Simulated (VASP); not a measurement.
Here is a VASP 6.6.1 calculation.

Contents of INCAR:

```
SYSTEM = Cu
PREC = Accurate ; ENCUT = 520
EDIFF = 1E-6 ; ISMEAR = 1
SIGMA = 0.1 ; LREAL = .FALSE.
LASPH = .TRUE. ; NELM = 80
ALGO = Normal ; ISIF = 2
LWAVE = .FALSE. ; LCHARG = .FALSE.
NBANDS = 18
```

Contents of KPOINTS:

```
Automatic mesh
0
G
  3 3 3
  0 0 0
```

POSCAR

```
Cu
1.0
    1.2184636900     -3.9763780100      0.0000000000
    1.2184636900      3.9763780100      0.0000000000
    0.0000000000      0.0000000000      2.4754955200
Cu
2
Direct
    0.1338666500      0.8661333500      0.2500000000
    0.8661333500      0.1338666500      0.7500000000
```

Potentials or basis: VASP PAW LDA potentials, release 64 (Cu).

Run with:

```bash
$ cat potpaw_LDA.64/Cu/POTCAR > POTCAR
$ mpirun -np 1 vasp_std > vasp.out
```

(1) Predict the pressure.

(2) What does it give for the largest force?

(3) Estimate the band gap on the k mesh.

## Answers

(1) -7.3 GPa.

(2) 0.225 eV/Å.

(3) zero (band 11 reaches 7.74 eV, above the bottom of band 12 at 5.55 eV).

Caveat: the k points lie up to 0.90 Å⁻¹ apart.
